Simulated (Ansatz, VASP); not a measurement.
Two plane-wave programs on NaF

```
CELL_PARAMETERS angstrom
0.00000 2.29717 2.29717
2.29717 0.00000 2.29717
2.29717 2.29717 0.00000
ATOMIC_POSITIONS crystal
Na 0.00000 0.00000 0.00000
F 0.50000 0.50000 0.50000
```

Alike in both runs: task single point; functional PBE; k mesh 6 × 6 × 6; no spin polarisation.

|  | VASP | Ansatz |
| --- | --- | --- |
| version | VASP 6.6.1 | Ansatz 0.2.0 |
| potentials or method | VASP PAW PBE potentials, release 64 (Na_pv, F) | plane waves, PAW |
| plane-wave cutoff (eV) | 520 | 420 |
| occupations | gaussian, width 0.01 eV | fixed |
| valence electrons in the cell | 14 | 16 |

|  | VASP | Ansatz | Ansatz less VASP |
| --- | --- | --- | --- |
| gap on the k mesh at the Fermi level (eV) | 6.44 | 6.46 | +0.015 |
| pressure (GPa) | 3.5 | 3.6 | +0.10 |

VASP's potentials hold 14 valence electrons a cell and Ansatz's 16, so a difference there can come from the potentials and not from the codes.
